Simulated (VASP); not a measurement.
# SiC in VASP: further runs, part 2 of 2

VASP 6.6.1. Earlier steps stand in the parts before.

**4. Single point, PBE (equal xx and yy strain of -3 %)**

File INCAR:

```
SYSTEM = SiC
PREC     = Accurate       ! precision mode
ENCUT    = 520            ! plane-wave cutoff, eV
EDIFF    = 1E-6           ! SCF threshold, eV
ISMEAR   = -1             ! smearing method
SIGMA    = 0.08           ! smearing width, eV
LREAL    = .False.        ! projectors in reciprocal space
LASPH    = .True.         ! aspherical terms in the spheres
NELM     = 80             ! most SCF steps
ALGO     = Normal         ! electronic algorithm
ISIF     = 2              ! what is computed and relaxed
LWAVE    = .False.        ! write WAVECAR
LCHARG   = .False.        ! write CHGCAR
GGA      = PE             ! functional
NBANDS   = 16             ! bands
```

File KPOINTS:

```
Automatic mesh
0
Gamma
  15 15 8
  0 0 0
```

File POSCAR:

```
SiC
1.0
    2.9837182602      0.0000000000      0.0000000000
   -1.4918591301      2.5839758111      0.0000000000
    0.0000000000      0.0000000000      5.0480000000
Si C
2 2
Direct
    0.3333333333      0.6666666667      0.0000000000
    0.6666666667      0.3333333333      0.5000000000
    0.3333333333      0.6666666667      0.3850000000
    0.6666666667      0.3333333333      0.8850000000
```

Potentials or basis: VASP PAW PBE potentials, release 64 (Si, C).

On the command line:

```sh
cat potpaw_PBE.64/Si/POTCAR potpaw_PBE.64/C/POTCAR > POTCAR
mpirun -np 1 vasp_std > vasp.out
```

OUTCAR:

```text
SYSTEM = SiC
   PREC = Accurate
   ENCUT = 520
   EDIFF = 1E-6
   ISMEAR = -1
   LREAL = .False.
   LASPH = .True.
   NELM = 80
   ISIF = 2
   GGA = PE

 ion  position               nearest neighbor table
   1  0.333  0.667  0.000-   4 1.82   4 1.82   4 1.82   3 1.94   2 3.06   2 3.06   2 3.06   2 3.06
                             2 3.06   2 3.06
   2  0.667  0.333  0.500-   3 1.82   3 1.82   3 1.82   4 1.94   1 3.06   1 3.06   1 3.06   1 3.06
                             1 3.06   1 3.06
   3  0.333  0.667  0.385-   2 1.82   2 1.82   2 1.82   1 1.94
   4  0.667  0.333  0.885-   1 1.82   1 1.82   1 1.82   2 1.94

  LATTYP: Found a hexagonal cell.
 ALAT       =     2.9837182602
 C/A-ratio  =     1.6918487470

  Lattice vectors:

 A1 = (   2.9837182602,   0.0000000000,   0.0000000000)
 A2 = (  -1.4918591301,   2.5839758111,   0.0000000000)
 A3 = (   0.0000000000,   0.0000000000,   5.0480000000)

Analysis of symmetry for initial positions (statically):
=====================================================================
 Subroutine PRICEL returns:
 Original cell was already a primitive cell.

 Routine SETGRP: Setting up the symmetry group for a
 hexagonal supercell.

[... 176 lines left out ...]
 fundamental gap:      2.2931148613
 Fermi energy:        10.1581575523

 k-point     1 :       0.0000    0.0000    0.0000
  band No.  band energies     occupation
      1      -7.1126      2.00000
      2      -3.6380      2.00000
      3       0.0081      2.00000
      4       7.7101      2.00000
      5       7.7101      2.00000
      6       8.8691      2.00000
[... 433 lines left out ...]
      3       1.3477      2.00000
      4       2.5522      2.00000
      5       3.2067      2.00000
      6       4.1845      2.00000
[... 8 lines left out ...]
     15      20.2238      0.00000
     16      21.9266      0.00000

 [... further k-points ...]

------------------------ aborting loop because EDIFF is reached ----------------------------------------

  FORCE on cell =-STRESS in cart. coord.  units (eV):
  Direction    XX          YY          ZZ          XY          YZ          ZX
  --------------------------------------------------------------------------------------
  -------------------------------------------------------------------------------------
  Total        7.0280664      7.0280664      0.7701608      0.0000000      0.0000000      0.0000000
  in kB      289.3215857    289.3215857     31.7049012      0.0000000      0.0000000      0.0000000
  external PRESSURE =     203.4493575 kB  Pullay stress =       0.0000000 kB

 VOLUME and BASIS-vectors are now :
 -----------------------------------------------------------------------------
  energy-cutoff  :      520.00
  volume of cell :       38.92
      direct lattice vectors                 reciprocal lattice vectors
     2.983718260  0.000000000  0.000000000     0.335152287  0.193500263  0.000000000
    -1.491859130  2.583975811  0.000000000     0.000000000  0.387000527  0.000000000
     0.000000000  0.000000000  5.048000000     0.000000000  0.000000000  0.198098257

 POSITION                                       TOTAL-FORCE (eV/Angst)
 -----------------------------------------------------------------------------------
     -0.00000      1.72265      0.00000         0.000000     -0.000000      1.151741
      1.49186      0.86133      2.52400         0.000000      0.000000      1.151741
     -0.00000      1.72265      1.94348         0.000000      0.000000     -1.151741
      1.49186      0.86133      4.46748        -0.000000     -0.000000     -1.151741
 -----------------------------------------------------------------------------------
    total drift:                               -0.000000      0.000000      0.000224

  FREE ENERGIE OF THE ION-ELECTRON SYSTEM (eV)
  ---------------------------------------------------
  free  energy   TOTEN  =       -29.8155362432 eV

  energy  without entropy=      -29.8155362329  energy(sigma->0) =      -29.81553624
```

It took 50 s on 1 thread of AMD EPYC 7R43 (Zen 3), shared host; peak memory 0.17 GiB.

What came out:

| Quantity | Value |
| --- | --- |
| Free energy | -29.8155 eV |
| Pressure | 20.3 GPa |
| Largest force | 1.152 eV/Å |
| Band gap on the k mesh | 2.29 eV (least direct gap 4.51 eV) |

Forces on the atoms (eV/Å):
```
Si   0.000  0.000  1.152
Si   0.000  0.000  1.152
C    0.000  0.000 -1.152
C    0.000  0.000 -1.152
```

Caveat: the cell differs from its parent crystal (equal xx and yy strain of -3 %); the cell stands under pressure; an odd mesh through Γ misses points on the zone boundary, where band edges can lie; forces of over 1 eV/Å act on the atoms, so gaps and moduli don't describe the material at rest.

**5. Single point, PBE (equal xx and yy strain of -1 %)**

File INCAR:

```
PREC = Accurate
ENCUT = 520
EDIFF = 1E-6
ISMEAR = -1
SIGMA = 0.08
LREAL = False
LASPH = True
NELM = 60
ALGO = Normal
ISIF = 2
LWAVE = False
LCHARG = False
GGA = PE
NBANDS = 16
```

File KPOINTS:

```
regular mesh
0
Gamma
  15 15 8
```

Edit POSCAR of step 4 so:

```diff
@@ -2,4 +2,4 @@
 1.0
-    2.9837182602      0.0000000000      0.0000000000
-   -1.4918591301      2.5839758111      0.0000000000
+    3.0452382243      0.0000000000      0.0000000000
+   -1.5226191122      2.6372536629      0.0000000000
     0.0000000000      0.0000000000      5.0480000000
```

Potentials or basis: VASP PAW PBE potentials, release 64 (Si, C).

On the command line:

```sh
cat potpaw_PBE.64/Si/POTCAR potpaw_PBE.64/C/POTCAR > POTCAR
mpirun -np 1 vasp_std > vasp.out
```

OUTCAR:

```text
PREC = Accurate
   ENCUT = 520
   EDIFF = 1E-6
   ISMEAR = -1
   LREAL = False
   LASPH = True
   NELM = 60
   ISIF = 2
   GGA = PE

 ion  position               nearest neighbor table
   1  0.333  0.667  0.000-   4 1.85   4 1.85   4 1.85   3 1.94   2 3.08   2 3.08   2 3.08   2 3.08
                             2 3.08   2 3.08
   2  0.667  0.333  0.500-   3 1.85   3 1.85   3 1.85   4 1.94   1 3.08   1 3.08   1 3.08   1 3.08
                             1 3.08   1 3.08
   3  0.333  0.667  0.385-   2 1.85   2 1.85   2 1.85   1 1.94
   4  0.667  0.333  0.885-   1 1.85   1 1.85   1 1.85   2 1.94

  LATTYP: Found a hexagonal cell.
 ALAT       =     3.0452382243
 C/A-ratio  =     1.6576699845

  Lattice vectors:

 A1 = (   3.0452382243,   0.0000000000,   0.0000000000)
 A2 = (  -1.5226191122,   2.6372536629,   0.0000000000)
 A3 = (   0.0000000000,   0.0000000000,   5.0480000000)

Analysis of symmetry for initial positions (statically):
=====================================================================
 Subroutine PRICEL returns:
[... 179 lines left out ...]
 val. band max:        8.5919620413   @ k =   0.0000   0.0000   0.0000
 cond. band min:      10.8985940550   @ k =   0.3333   0.3333   0.0000
 fundamental gap:      2.3066320137
 Fermi energy:         9.7797380493

 k-point     1 :       0.0000    0.0000    0.0000
  band No.  band energies     occupation
      1      -7.2493      2.00000
      2      -3.7559      2.00000
      3      -0.1871      2.00000
      4       7.1303      2.00000
      5       7.1303      2.00000
      6       8.3707      2.00000
[... 433 lines left out ...]
      3       1.0535      2.00000
      4       2.2535      2.00000
      5       2.8103      2.00000
      6       3.8188      2.00000
[... 8 lines left out ...]
     15      19.6693      0.00000
     16      20.7980      0.00000

 [... further k-points ...]

------------------------ aborting loop because EDIFF is reached ----------------------------------------

  FORCE on cell =-STRESS in cart. coord.  units (eV):
  Direction    XX          YY          ZZ          XY          YZ          ZX
  --------------------------------------------------------------------------------------
  -------------------------------------------------------------------------------------
  Total        3.1339730      3.1339730      0.3139195     -0.0000000      0.0000000      0.0000000
  in kB      123.8549340    123.8549340     12.4061316     -0.0000000      0.0000000      0.0000000
  external PRESSURE =      86.7053332 kB  Pullay stress =       0.0000000 kB

 VOLUME and BASIS-vectors are now :
 -----------------------------------------------------------------------------
  energy-cutoff  :      520.00
  volume of cell :       40.54
      direct lattice vectors                 reciprocal lattice vectors
     3.045238224  0.000000000  0.000000000     0.328381534  0.189591167  0.000000000
    -1.522619112  2.637253663  0.000000000     0.000000000  0.379182334  0.000000000
     0.000000000  0.000000000  5.048000000     0.000000000  0.000000000  0.198098257

 POSITION                                       TOTAL-FORCE (eV/Angst)
 -----------------------------------------------------------------------------------
     -0.00000      1.75817      0.00000        -0.000000     -0.000000      0.867261
      1.52262      0.87908      2.52400         0.000000     -0.000000      0.867261
     -0.00000      1.75817      1.94348        -0.000000     -0.000000     -0.867261
      1.52262      0.87908      4.46748        -0.000000      0.000000     -0.867261
 -----------------------------------------------------------------------------------
    total drift:                                0.000000      0.000000     -0.000087

  FREE ENERGIE OF THE ION-ELECTRON SYSTEM (eV)
  ---------------------------------------------------
  free  energy   TOTEN  =       -30.0220846113 eV

  energy  without entropy=      -30.0220846041  energy(sigma->0) =      -30.02208461
```

OSZICAR:

```text
N       E                     dE             d eps       ncg     rms          rms(c)
DAV:   1     0.264453661049E+02    0.26445E+02   -0.71432E+03  4320   0.896E+02
DAV:   2    -0.312977970422E+02   -0.57743E+02   -0.52844E+02  6216   0.161E+02
DAV:   3    -0.338738228064E+02   -0.25760E+01   -0.25656E+01  5688   0.308E+01
DAV:   4    -0.338923039115E+02   -0.18481E-01   -0.18478E-01  5288   0.323E+00
DAV:   5    -0.338924789344E+02   -0.17502E-03   -0.17502E-03  5608   0.297E-01    0.128E+01
DAV:   6    -0.301249704873E+02    0.37675E+01   -0.66597E+00  5496   0.159E+01    0.582E+00
DAV:   7    -0.300405059154E+02    0.84465E-01   -0.11720E+00  6192   0.635E+00    0.254E+00
DAV:   8    -0.300233571747E+02    0.17149E-01   -0.49772E-02  5008   0.142E+00    0.645E-01
DAV:   9    -0.300217533329E+02    0.16038E-02   -0.77573E-03  5616   0.600E-01    0.122E-01
DAV:  10    -0.300220562565E+02   -0.30292E-03   -0.99317E-04  5248   0.185E-01    0.574E-02
DAV:  11    -0.300220840233E+02   -0.27767E-04   -0.82107E-05  5064   0.657E-02    0.140E-02
DAV:  12    -0.300220846113E+02   -0.58805E-06   -0.60074E-06  5768   0.159E-02
   1 F= -.30022085E+02 E0= -.30022085E+02  d E =-.724587E-08
```

It took 50 s on 1 thread of AMD EPYC 7R43 (Zen 3), shared host; peak memory 0.17 GiB.

What came out:

* Free energy: -30.0221 eV
* Pressure: 8.7 GPa
* Largest force: 0.867 eV/Å
* Band gap on the k mesh: 2.31 eV (least direct gap 4.23 eV)

Forces on the atoms (eV/Å):
```
Si   0.000  0.000  0.867
Si   0.000  0.000  0.867
C    0.000  0.000 -0.867
C    0.000  0.000 -0.867
```

Caveat: the cell differs from its parent crystal (equal xx and yy strain of -1 %); the cell stands under pressure; an odd mesh through Γ misses points on the zone boundary, where band edges can lie.

**6. The runs side by side**

| cell | gap on the mesh (eV) | pressure (GPa) | largest force (eV/Å) |
| --- | --- | --- | --- |
| a = 3.076, b = 3.063, c = 5.048 Å, angles 89.8, 89.4, 119.6°, 4 atoms | 2.32 | 3.7 | 0.78 |
| a = 3.076, b = 3.076, c = 5.048 Å, angles 90.0, 90.0, 120.0°, 4 atoms | 2.32 | 3.6 | 0.75 |
| a = 2.984, b = 2.984, c = 5.048 Å, angles 90.0, 90.0, 120.0°, 4 atoms | 2.29 | 20.3 | 1.15 |
| a = 3.045, b = 3.045, c = 5.048 Å, angles 90.0, 90.0, 120.0°, 4 atoms | 2.31 | 8.7 | 0.87 |

Alike in all rows: task single point; level PBE; potentials or basis VASP PAW PBE potentials, release 64 (Si, C); no spin polarisation; k mesh 15 × 15 × 8; cutoff (eV) 520; smearing fermi-dirac 0.08 eV.

Caveats: the cell stands under pressure; an odd mesh through Γ misses points on the zone boundary, where band edges can lie; forces of over 1 eV/Å act on the atoms, so gaps and moduli don't describe the material at rest (at least some runs).

Total energies depend on the potentials used, so only differences within one code and one set of settings carry meaning.
